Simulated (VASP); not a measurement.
# Mg3SO3 in VASP: further runs

Mg3SO3 is run at these levels: PBE; tasks: single point.

Everything below comes from runs of VASP 6.6.1. Logs are shortened: lines on timing, memory, paths and dates and some standing lists are left out, and cuts for length are marked.

## 1. The cell of the first run

The cell holds a slab with vacuum, 7 atoms: a = 3.009 Å, b = 3.009 Å, c = 19.780 Å, α = 90.00°, β = 90.00°, γ = 90.00°.

## 2. Single point, PBE, collinear spin

Contents of INCAR:

```
ALGO = Normal ; DIPOL = 0.5 0.5 0.347
EDIFF = 1E-6 ; ENCUT = 520
GGA = PE ; IDIPOL = 3
ISIF = 2 ; ISMEAR = 0
ISPIN = 2 ; LASPH = T
LCHARG = T ; LDIPOL = T
LELF = T ; LORBIT = 11
LREAL = F ; LVACPOTAV = T
LVHAR = T ; LWAVE = F
MAGMOM = 0 0 0 0 0 0 2 ; NBANDS = 28
NELM = 150 ; PREC = Accurate
SIGMA = 0.05
```

Contents of KPOINTS:

```
k-points
0
Gamma
  9 9 1
```

Contents of POSCAR:

```
Mg3SO3
1.0
    3.0085896345      0.0000000000      0.0000000000
    0.0000000000      3.0085896345      0.0000000000
    0.0000000000      0.0000000000     19.7799623498
Mg O S
3 3 1
Direct
    0.5000000000      0.5000000000      0.2022248541
    0.0000000000      0.0000000000      0.3100331121
    0.5000000000      0.5000000000      0.4161289127
    0.0000000000      0.0000000000      0.2022248541
    0.5000000000      0.5000000000      0.3095409237
    0.0000000000      0.0000000000      0.4186035445
    0.0000000000      0.2500000000      0.5703187657
```

Potentials or basis: VASP PAW PBE potentials, release 64 (Mg, O, S).

Command:

```console
$ cat potpaw_PBE.64/Mg/POTCAR potpaw_PBE.64/O/POTCAR potpaw_PBE.64/S/POTCAR > POTCAR
$ mpirun -np 1 vasp_std > vasp.out
```

OUTCAR:

```text
EDIFF = 1E-6
   ENCUT = 520
   GGA = PE
   ISIF = 2
   ISMEAR = 0
   ISPIN = 2
   LASPH = T
   LORBIT = 11
   LREAL = F
   NELM = 150
   PREC = Accurate

 ion  position               nearest neighbor table
   1  0.500  0.500  0.202-   5 2.12   4 2.13   4 2.13   4 2.13   4 2.13   2 3.01   2 3.01   2 3.01
                             2 3.01
   2  0.000  0.000  0.310-   5 2.13   5 2.13   5 2.13   5 2.13   4 2.13   6 2.15   3 2.99   3 2.99
                             3 2.99   3 2.99   1 3.01   1 3.01   1 3.01   1 3.01
   3  0.500  0.500  0.416-   5 2.11   6 2.13   6 2.13   6 2.13   6 2.13   2 2.99   2 2.99   2 2.99
                             2 2.99
   4  0.000  0.000  0.202-   1 2.13   1 2.13   1 2.13   1 2.13   2 2.13
   5  0.500  0.500  0.310-   3 2.11   1 2.12   2 2.13   2 2.13   2 2.13   2 2.13
   6  0.000  0.000  0.419-   3 2.13   3 2.13   3 2.13   3 2.13   2 2.15
   7  0.000  0.250  0.570-

  LATTYP: Found a simple tetragonal cell.
 ALAT       =     3.0085896345
 C/A-ratio  =     6.5744966090

  Lattice vectors:

 A1 = (   3.0085896345,   0.0000000000,   0.0000000000)
 A2 = (   0.0000000000,   3.0085896345,   0.0000000000)
 A3 = (   0.0000000000,   0.0000000000,  19.7799623498)

Analysis of symmetry for initial positions (statically):
=====================================================================
 Subroutine PRICEL returns:
 Original cell was already a primitive cell.

 Routine SETGRP: Setting up the symmetry group for a
 simple tetragonal supercell.

 Subroutine GETGRP returns: Found  2 space group operations
 (whereof  2 operations were pure point group operations)
 out of a pool of 16 trial point group operations.

The static configuration has the point symmetry C_1h.

Analysis of symmetry for dynamics (positions and initial velocities):
=====================================================================
 Subroutine PRICEL returns:
 Original cell was already a primitive cell.

 Routine SETGRP: Setting up the symmetry group for a
 simple tetragonal supercell.

 Subroutine GETGRP returns: Found  2 space group operations
 (whereof  2 operations were pure point group operations)
 out of a pool of 16 trial point group operations.

The dynamic configuration has the point symmetry C_1h.

Analysis of structural, dynamic, and magnetic symmetry:
=====================================================================
 Subroutine PRICEL returns:
 Original cell was already a primitive cell.

 Routine SETGRP: Setting up the symmetry group for a
 simple tetragonal supercell.

 Subroutine GETGRP returns: Found  2 space group operations
 (whereof  2 operations were pure point group operations)
 out of a pool of 16 trial point group operations.

The overall configuration has the point symmetry C_1h.

 Subroutine INISYM returns: Found  2 space group operations
 (whereof  2 operations are pure point group operations),
 and found     1 'primitive' translations

----------------------------------------------------------------------------------------

                                     Primitive cell

  volume of cell :     179.0405

  direct lattice vectors                    reciprocal lattice vectors
     3.008589634  0.000000000  0.000000000     0.332381654  0.000000000  0.000000000
     0.000000000  3.008589634  0.000000000     0.000000000  0.332381654  0.000000000
     0.000000000  0.000000000 19.779962350     0.000000000  0.000000000  0.050556214

  length of vectors
     3.008589634  3.008589634 19.779962350     0.332381654  0.332381654  0.050556214

  position of ions in fractional coordinates (direct lattice)
     0.500000000  0.500000000  0.202224854
     0.000000000  0.000000000  0.310033112
     0.500000000  0.500000000  0.416128913
     0.000000000  0.000000000  0.202224854
     0.500000000  0.500000000  0.309540924
     0.000000000  0.000000000  0.418603545
     0.000000000  0.250000000  0.570318766

  ion indices of the primitive-cell ions
[... 62 lines left out ...]
   number of dos      NEDOS =    301   number of ions     NIONS =      7
[... 41 lines left out ...]

 Free energy of the ion-electron system (eV)
  ---------------------------------------------------
  ext. energy  EPLUGINS =         0.00000000
  ---------------------------------------------------
  free energy    TOTEN  =       -37.17999593 eV

  energy without entropy =      -37.17818647  energy(sigma->0) =      -37.17909120

 E-fermi :  -1.3713     XC(G=0):  -5.5633

 val. band max:       -1.3740927405   @ k =   0.0000   0.4444   0.0000
 cond. band min:      -1.3703179323   @ k =   0.3333   0.1111   0.0000
 fundamental gap:      0.0037748082
 Fermi energy:        -1.3712547520

 spin component 1

 k-point     1 :       0.0000    0.0000    0.0000
  band No.  band energies     occupation
      1     -18.7665      1.00000
      2     -18.0049      1.00000
      3     -17.6178      1.00000
      4     -13.9286      1.00000
      5      -5.3461      1.00000
      6      -4.3543      1.00000
[... 709 lines left out ...]
     26       8.9236      0.00000
     27       9.3385      0.00000

 [... further k-points ...]

 spin component 2

 k-point     1 :       0.0000    0.0000    0.0000
  band No.  band energies     occupation
      1     -18.7463      1.00000
      2     -17.9599      1.00000
      3     -17.5381      1.00000
      4     -13.4421      1.00000
      5      -5.2930      1.00000
      6      -4.0507      1.00000
[... 709 lines left out ...]
     26       8.9888      0.00000
     27       9.5147      0.00000

 [... further k-points ...]

 [bands above 27 left out]

------------------------ aborting loop because EDIFF is reached ----------------------------------------

  FORCE on cell =-STRESS in cart. coord.  units (eV):
  Direction    XX          YY          ZZ          XY          YZ          ZX
  --------------------------------------------------------------------------------------
  -------------------------------------------------------------------------------------
  Total       -6.8089216     -6.5884544     -0.1158831      0.0000000     -0.0159879      0.0000000
  in kB      -60.9308935    -58.9580015     -1.0370010      0.0000000     -0.1430705      0.0000000
  external PRESSURE =     -40.3086320 kB  Pullay stress =       0.0000000 kB

 VOLUME and BASIS-vectors are now :
 -----------------------------------------------------------------------------
  energy-cutoff  :      520.00
  volume of cell :      179.04
      direct lattice vectors                 reciprocal lattice vectors
     3.008589634  0.000000000  0.000000000     0.332381654  0.000000000  0.000000000
     0.000000000  3.008589634  0.000000000     0.000000000  0.332381654  0.000000000
     0.000000000  0.000000000 19.779962350     0.000000000  0.000000000  0.050556214

 POSITION                                       TOTAL-FORCE (eV/Angst)
 -----------------------------------------------------------------------------------
      1.50429      1.50429      4.00000         0.000000      0.000645      0.451387
      0.00000      0.00000      6.13244         0.000000      0.007726     -0.039328
      1.50429      1.50429      8.23101         0.000000     -0.018143      0.533748
      0.00000      0.00000      4.00000         0.000000      0.001152     -0.429979
      1.50429      1.50429      6.12271         0.000000      0.010066      0.001273
      0.00000      0.00000      8.27996         0.000000     -0.011108     -0.513905
      0.00000      0.75215     11.28088         0.000000      0.009662     -0.003196
 -----------------------------------------------------------------------------------
    total drift:                                0.000000      0.000044     -0.001204

  FREE ENERGIE OF THE ION-ELECTRON SYSTEM (eV)
  ---------------------------------------------------
  free  energy   TOTEN  =       -37.1799959340 eV

  energy  without entropy=      -37.1781864651  energy(sigma->0) =      -37.17909120

 vacuum level on the upper side and lower side of the slab         5.237         2.822

 total charge

# of ion       s       p       d       tot
------------------------------------------
    1        0.141   0.150   0.062   0.352
    2        0.147   0.171   0.073   0.391
    3        0.138   0.150   0.062   0.351
    4        1.543   3.492   0.000   5.034
    5        1.543   3.542   0.000   5.085
    6        1.548   3.478   0.000   5.025
    7        1.415   2.028   0.000   3.443
--------------------------------------------------
tot          6.474  13.011   0.197  19.681

 magnetization (x)

# of ion       s       p       d       tot
------------------------------------------
    1       -0.000   0.000   0.000  -0.000
    2        0.000   0.001   0.001   0.002
    3       -0.001  -0.001  -0.000  -0.002
    4       -0.000   0.001   0.000   0.001
    5       -0.000   0.006   0.000   0.006
    6        0.002   0.079   0.000   0.081
    7        0.011   0.341   0.000   0.352
--------------------------------------------------
tot          0.012   0.427   0.001   0.440
```

Run time: 3.2 min. Hardware: 1 thread of Intel Xeon 6975P-C (Granite Rapids), shared host; peak memory 0.44 GiB.

What came out:

* Free energy: -37.1800 eV
* Largest force: 0.534 eV/Å
* Net moment: 0.67 μB per cell
* Site moments: Mg -0.00, +0.00 (each value once); O +0.00, +0.01, +0.08; S +0.35 μB
* Valence electrons inside the program's atomic spheres: Mg 0.35, 0.39 (each value once); O 5.03, 5.08 (each value once); S 3.44

Forces on the atoms (eV/Å):
```
Mg   0.000  0.001  0.451
Mg   0.000  0.008 -0.039
Mg   0.000 -0.018  0.534
O    0.000  0.001 -0.430
O    0.000  0.010  0.001
O    0.000 -0.011 -0.514
S    0.000  0.010 -0.003
```

Levels at points of the mesh, in eV from the Fermi level:
Spin up:
```tsv
k point	band 11	band 12	band 13	band 14	band 15	band 16	band 17	band 18	band 19	band 20
(0.00, 0.00, 0.00)	-1.02	-0.92	-0.64	-0.64	1.34	1.35	2.69	4.37	4.90	6.24
```
Spin down:
| k point | band 12 | band 13 | band 14 | band 15 | band 16 | band 17 | band 18 | band 19 |
| --- | --- | --- | --- | --- | --- | --- | --- | --- |
| (0.00, 0.00, 0.00) | -0.62 | -0.60 | -0.51 | 1.67 | 1.69 | 2.69 | 4.41 | 4.94 |

Caveat: a moment this small can come from the mesh or the smearing.

## 3. Single point, PBE, collinear spin

Contents of INCAR:

```
PREC = Accurate
ENCUT = 520
EDIFF = 1E-6
ISMEAR = 0
SIGMA = 0.05
LREAL = F
LASPH = T
NELM = 150
ALGO = Normal
ISIF = 2
LWAVE = F
LCHARG = F
ISPIN = 2
MAGMOM = 0 0 0 0 0 0 2
LORBIT = 11
LDIPOL = T
IDIPOL = 3
DIPOL = 0.5 0.5 0.346
GGA = PE
NBANDS = 28
```

Contents of KPOINTS:

```
Automatic mesh
0
Gamma
  9 9 1
```

Changes to POSCAR since step 2:

```diff
@@ -14,2 +14,2 @@
     0.0000000000      0.0000000000      0.4186035445
-    0.0000000000      0.2500000000      0.5703187657
+    0.2500000000      0.5000000000      0.5601016597
```

Potentials or basis: VASP PAW PBE potentials, release 64 (Mg, O, S).

Command:

```console
$ cat potpaw_PBE.64/Mg/POTCAR potpaw_PBE.64/O/POTCAR potpaw_PBE.64/S/POTCAR > POTCAR
$ mpirun -np 1 vasp_std > vasp.out
```

Run time: 3.5 min. Hardware: 1 thread of Intel Xeon 6975P-C (Granite Rapids), shared host; peak memory 0.43 GiB.

Results (log left out):

```
Free energy                                           : -37.2030 eV
Largest force                                         : 0.728 eV/Å
Net moment                                            : 0.61 μB per cell
Site moments                                          : Mg +0.00, -0.00 (each value once); O +0.00, +0.01, +0.10; S +0.30 μB
Valence electrons inside the program's atomic spheres : Mg 0.35, 0.39 (each value once); O 5.03, 5.08, 5.02; S 3.45
```

Forces on the atoms (eV/Å):
```
Mg   0.001  0.000  0.452
Mg   0.008  0.000 -0.008
Mg  -0.019  0.000  0.727
O    0.002  0.000 -0.433
O    0.013  0.000 -0.036
O   -0.022  0.000 -0.688
S    0.016  0.000 -0.015
```

Levels at points of the mesh, in eV from the Fermi level:
Spin up:
```csv
k point,band 11,band 12,band 13,band 14,band 15,band 16,band 17,band 18,band 19,band 20
"(0.00, 0.00, 0.00)",-0.82,-0.65,-0.42,-0.40,1.42,1.46,2.88,4.72,5.22,6.47
```
Spin down:
```csv
k point,band 12,band 13,band 14,band 15,band 16,band 17,band 18,band 19
"(0.00, 0.00, 0.00)",-0.39,-0.35,-0.29,1.75,1.76,2.88,4.74,5.27
```

Caveat: a moment this small can come from the mesh or the smearing.

## 4. Single point, PBE, collinear spin

Contents of INCAR:

```
SYSTEM = Mg3SO3
PREC = Accurate
ENCUT = 520
EDIFF = 1E-6
ISMEAR = 0
SIGMA = 0.05
LREAL = .FALSE.
LASPH = .TRUE.
NELM = 150
ALGO = Normal
ISIF = 2
LWAVE = .FALSE.
LCHARG = .TRUE.
ISPIN = 2
MAGMOM = 0 0 0 0 0 0 2
LORBIT = 11
LDIPOL = .TRUE.
IDIPOL = 3
DIPOL = 0.5 0.5 0.348
GGA = PE
LELF = .TRUE.
LVHAR = .TRUE.
LVACPOTAV = .TRUE.
NBANDS = 28
```

Contents of KPOINTS:

```
Automatic mesh
0
G
  9 9 1
  0 0 0
```

Changes to POSCAR since step 3:

```diff
@@ -14,2 +14,2 @@
     0.0000000000      0.0000000000      0.4186035445
-    0.2500000000      0.5000000000      0.5601016597
+    0.0000000000      0.1250000000      0.5743259279
```

Command:

```console
$ cat potpaw_PBE.64/Mg/POTCAR potpaw_PBE.64/O/POTCAR potpaw_PBE.64/S/POTCAR > POTCAR
$ mpirun -np 1 vasp_std > vasp.out
```

Run time: 4 min. Hardware: 1 thread of Intel Xeon 6975P-C (Granite Rapids), shared host; peak memory 0.43 GiB.

The run converged. Its results:

| Quantity | Value |
| --- | --- |
| Free energy | -37.1757 eV |
| Largest force | 0.479 eV/Å |
| Net moment | 0.66 μB per cell |
| Site moments | Mg -0.00, +0.00 (each value once); O +0.00, +0.01, +0.08; S +0.36 μB |
| Valence electrons inside the program's atomic spheres | Mg 0.35, 0.39 (each value once); O 5.03, 5.08 (each value once); S 3.44 |

Forces in eV/Å, atoms in the order of the input:
```
Mg   0.000  0.000  0.452
Mg   0.000  0.004 -0.043
Mg   0.000 -0.012  0.479
O    0.000  0.001 -0.430
O    0.000  0.005  0.007
O    0.000 -0.008 -0.462
S    0.000  0.010 -0.003
```

Levels at points of the mesh, in eV from the Fermi level:
Spin up:
| k point | band 13 | band 14 | band 15 | band 16 | band 17 | band 18 |
| --- | --- | --- | --- | --- | --- | --- |
| (0.00, 0.00, 0.00) | -0.67 | -0.67 | 1.35 | 1.36 | 2.65 | 4.28 |
Spin down:
```csv
k point,band 13,band 14,band 15,band 16,band 17,band 18
"(0.00, 0.00, 0.00)",-0.64,-0.58,1.69,1.69,2.66,4.33
```

Caveat: a moment this small can come from the mesh or the smearing.

## 5. Single point, PBE, collinear spin

Contents of INCAR:

```
ALGO = Normal
DIPOL = 0.5 0.5 0.346
EDIFF = 1E-6
ENCUT = 520
GGA = PE
IDIPOL = 3
ISIF = 2
ISMEAR = 0
ISPIN = 2
LASPH = True
LCHARG = True
LDIPOL = True
LELF = True
LORBIT = 11
LREAL = False
LVACPOTAV = True
LVHAR = True
LWAVE = False
MAGMOM = 0 0 0 0 0 0 2
NBANDS = 28
NELM = 150
PREC = Accurate
SIGMA = 0.05
```

Contents of KPOINTS:

```
k-points
0
Gamma
  9 9 1
```

Changes to POSCAR since step 4:

```diff
@@ -14,2 +14,2 @@
     0.0000000000      0.0000000000      0.4186035445
-    0.0000000000      0.1250000000      0.5743259279
+    0.0000000000      0.3750000000      0.5658864361
```

Command:

```console
$ cat potpaw_PBE.64/Mg/POTCAR potpaw_PBE.64/O/POTCAR potpaw_PBE.64/S/POTCAR > POTCAR
$ mpirun -np 1 vasp_std > vasp.out
```

It took 7 min on 1 thread of Oxide Virtual Turin-like, shared host; peak memory 0.41 GiB.

The run converged. Its results:

* Free energy: -37.1834 eV
* Largest force: 0.609 eV/Å
* Net moment: 0.66 μB per cell
* Site moments: Mg +0.00, -0.00 (each value once); O +0.00, +0.01, +0.09; S +0.34 μB
* Valence electrons inside the program's atomic spheres: Mg 0.35, 0.39 (each value once); O 5.03, 5.08, 5.02; S 3.44

Forces on the atoms (eV/Å):
```
Mg   0.000  0.001  0.450
Mg   0.000  0.008 -0.034
Mg   0.000 -0.014  0.609
O    0.000  0.001 -0.430
O    0.000  0.010 -0.006
O    0.000 -0.011 -0.586
S    0.000  0.006 -0.003
```

Levels at points of the mesh, in eV from the Fermi level:
Spin up:
```csv
k point,band 11,band 12,band 13,band 14,band 15,band 16,band 17,band 18,band 19,band 20
"(0.00, 0.00, 0.00)",-0.96,-0.83,-0.58,-0.58,1.37,1.38,2.74,4.49,4.99,6.31
```
Spin down:
| k point | band 11 | band 12 | band 13 | band 14 | band 15 | band 16 | band 17 | band 18 | band 19 | band 20 |
| --- | --- | --- | --- | --- | --- | --- | --- | --- | --- | --- |
| (0.00, 0.00, 0.00) | -0.94 | -0.54 | -0.53 | -0.44 | 1.69 | 1.73 | 2.75 | 4.52 | 5.03 | 6.39 |

Caveat: a moment this small can come from the mesh or the smearing.

## 6. Single point, PBE, collinear spin

Contents of INCAR:

```
PREC = Accurate
ENCUT = 520
EDIFF = 1E-6
ISMEAR = 0
SIGMA = 0.05
LREAL = F
LASPH = T
NELM = 150
ALGO = Fast
ISIF = 2
LWAVE = F
LCHARG = F
ISPIN = 2
MAGMOM = 0 0 0 0 0 0 2
LORBIT = 11
LDIPOL = T
IDIPOL = 3
DIPOL = 0.5 0.5 0.346
GGA = PE
NBANDS = 28
```

Contents of KPOINTS:

```
Automatic mesh
0
Gamma
  9 9 1
```

Changes to POSCAR since step 5:

```diff
@@ -14,2 +14,2 @@
     0.0000000000      0.0000000000      0.4186035445
-    0.0000000000      0.3750000000      0.5658864361
+    0.1250000000      0.5000000000      0.5616686621
```

Potentials or basis: VASP PAW PBE potentials, release 64 (Mg, O, S).

Command:

```console
$ cat potpaw_PBE.64/Mg/POTCAR potpaw_PBE.64/O/POTCAR potpaw_PBE.64/S/POTCAR > POTCAR
$ mpirun -np 1 vasp_std > vasp.out
```

Wall time 6.8 min (1 thread of Oxide Virtual Turin-like, shared host); peak memory 0.42 GiB.

The run converged. Its results:

| Item | Value |
| --- | --- |
| Free energy | -37.1912 eV |
| Largest force | 0.679 eV/Å |
| Net moment | 0.62 μB per cell |
| Site moments | Mg +0.00, -0.00 (each value once); O +0.00, +0.01, +0.09; S +0.31 μB |
| Valence electrons inside the program's atomic spheres | Mg 0.35, 0.39 (each value once); O 5.03, 5.08, 5.02; S 3.45 |

Forces in eV/Å, atoms in the order of the input:
```
Mg   0.000  0.000  0.450
Mg   0.004  0.000 -0.029
Mg  -0.021  0.000  0.679
O    0.001  0.000 -0.430
O    0.006  0.000 -0.014
O   -0.027  0.000 -0.651
S    0.037  0.000 -0.004
```

Levels at points of the mesh, in eV from the Fermi level:
Spin up:
| k point | band 11 | band 12 | band 13 | band 14 | band 15 | band 16 | band 17 | band 18 | band 19 | band 20 |
| --- | --- | --- | --- | --- | --- | --- | --- | --- | --- | --- |
| (0.00, 0.00, 0.00) | -0.91 | -0.74 | -0.53 | -0.52 | 1.39 | 1.42 | 2.79 | 4.59 | 5.09 | 6.40 |
Spin down:
```tsv
k point	band 11	band 12	band 13	band 14	band 15	band 16	band 17	band 18	band 19	band 20
(0.00, 0.00, 0.00)	-0.88	-0.48	-0.46	-0.38	1.69	1.72	2.80	4.61	5.13	6.46
```

Caveat: a moment this small can come from the mesh or the smearing.

## 7. Overview

```tsv
cell	gap on the mesh (eV)	moment (μB)	largest force (eV/Å)
as given, atomic positions A	none	0.67	0.53
as given, atomic positions B	none	0.61	0.73
as given, atomic positions C	none	0.66	0.48
as given, atomic positions D	none	0.66	0.61
as given, atomic positions E	none	0.62	0.68
```

Alike in all rows: task single point; level PBE; potentials or basis VASP PAW PBE potentials, release 64 (Mg, O, S); spin collinear; k mesh 9 × 9 × 1; cutoff (eV) 520; smearing gaussian 0.05 eV.

Caveats: a moment this small can come from the mesh or the smearing.

Absolute energies hang on the potentials; compare differences alone.

The gap in the log of VASP goes by the Fermi energy; the results here count the filled bands.